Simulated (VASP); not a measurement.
A run of VASP 6.6.1:

File POSCAR:

```
Ge
1.0
   -1.6084200000      1.6084200000      1.8731800000
    1.6084200000     -1.6084200000      1.8731800000
    1.6084200000      1.6084200000     -1.8731800000
Ge
1
Direct
    0.5000000000      0.5000000000      0.0000000000
```

File INCAR.step1:

```
PREC = Accurate
ENCUT = 520
EDIFF = 1E-5
ISMEAR = -1
SIGMA = 0.05
LREAL = F
LASPH = T
NELM = 100
ALGO = Normal
ISIF = 2
LWAVE = T
GGA = PE
NBANDS = 13
```

The input INCAR.step2:

```
PREC = Accurate
ENCUT = 520
EDIFF = 1E-7
ISMEAR = -1
SIGMA = 0.05
LREAL = F
LASPH = T
NELM = 100
ALGO = Normal
ISIF = 2
LWAVE = F
LCHARG = T
GGA = PE
LHFCALC = T
HFSCREEN = 0.2079
PRECFOCK = Normal
LELF = T
LVHAR = T
ISTART = 1
NBANDS = 13
```

File KPOINTS:

```
Automatic mesh
0
Gamma
  6 6 6
```

Potentials or basis: VASP PAW PBE potentials, release 64 (Ge_d).

Run with:

```sh
$ cat potpaw_PBE.64/Ge_d/POTCAR > POTCAR
$ cp INCAR.step1 INCAR
$ mpirun -np 1 vasp_std > vasp.out
$ cp INCAR.step2 INCAR
$ mpirun -np 1 vasp_std > vasp.out
```

Hardware: 1 thread of Intel(R) Xeon(R) Platinum 8375C CPU @ 2.90GHz (Ice Lake) (shared host).

Task: How long does it take, and how much memory?

Result: Run time: 51 min on 1 thread of Intel(R) Xeon(R) Platinum 8375C CPU @ 2.90GHz (Ice Lake), on a shared host, peak memory 0.24 GiB. Counts: k points 30.
